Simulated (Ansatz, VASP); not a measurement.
# Al2Ru in VASP and in Ansatz

File INCAR:

```
SYSTEM = Al2Ru
PREC = Accurate
ENCUT = 520
EDIFF = 1E-6
ISMEAR = 0
SIGMA = 0.03
LREAL = .False.
LASPH = .True.
NELM = 100
ALGO = Normal
ISIF = 2
LWAVE = .False.
LCHARG = .False.
GGA = PS
NBANDS = 29
```

Contents of KPOINTS:

```
regular mesh
0
Gamma
  10 10 10
  0 0 0
```

Contents of POSCAR:

```
Al2Ru
1.0
    0.0000000000      4.0474627612      4.2535269682
    2.3858276288      0.0000000000      4.2535269682
    2.3858276288      4.0474627612      0.0000000000
Al Ru
4 2
Direct
    0.0789481736      0.4210518264      0.0789481736
    0.4210518264      0.0789481736      0.4210518264
    0.1710518264      0.8289481736      0.1710518264
    0.8289481736      0.1710518264      0.8289481736
    0.7500000000      0.7500000000      0.7500000000
    0.5000000000      0.5000000000      0.5000000000
```

Input for Ansatz:

```yaml
crystal:
  lattice:
    - [0.0, 4.0474627612, 4.2535269682]
    - [2.3858276288, 0.0, 4.2535269682]
    - [2.3858276288, 4.0474627612, 0.0]
  atoms:
    - { symbol: Al, position: [0.0789481736, 0.4210518264, 0.0789481736] }
    - { symbol: Al, position: [0.4210518264, 0.0789481736, 0.4210518264] }
    - { symbol: Al, position: [0.1710518264, 0.8289481736, 0.1710518264] }
    - { symbol: Al, position: [0.8289481736, 0.1710518264, 0.8289481736] }
    - { symbol: Ru, position: [0.75, 0.75, 0.75] }
    - { symbol: Ru, position: [0.5, 0.5, 0.5] }
basis:
  ecutwfc: 420
kpoints:
  mp_grid: { grid: [10, 10, 10] }
hamiltonian:
  xc: pbesol
scf:
  occupations: { method: gaussian, width: 0.03 }
output:
  forces: true
  stress: true
  eigenvalues: true
```

Change from the starting cell: strain +0.015 along x and y, -0.030 along z, atoms carried along.

Alike in both runs: task single point; functional PBEsol; k mesh 10 × 10 × 10; occupations gaussian, width 0.03 eV; no spin polarisation.

|  | VASP | Ansatz |
| --- | --- | --- |
| version | VASP 6.6.1 | Ansatz 0.2.0 |
| potentials or method | VASP PAW PBE potentials, release 64 (Al, Ru_pv), cutoff 520 eV | scalar-relativistic, plane waves, PAW |
| valence electrons in the cell | 40 | 44 |

|  | VASP | Ansatz | Ansatz less VASP |
| --- | --- | --- | --- |
| gap on the k mesh at the Fermi level (eV) | 0.33 | 0.33 | 0.000 |
| least direct gap on the mesh (eV) | 1.21 | 1.21 | +0.001 |
| pressure (GPa) | 1.3 | 1.1 | -0.11 |
| traceless stress, the component that is largest in VASP (GPa) | 8.59 | 8.53 | -0.058 |
| rms of the force components (eV/Å) | 0.063 | 0.063 | +0.0001 |

VASP's potentials were made for PBE, not for PBEsol. Atom by atom the forces differ by 0.000 eV/Å (rms over components). With one functional, cell and mesh, what is left measures potentials, basis and numerics. VASP's potentials hold 40 valence electrons a cell and Ansatz's 44, so a difference there can come from the potentials and not from the codes.
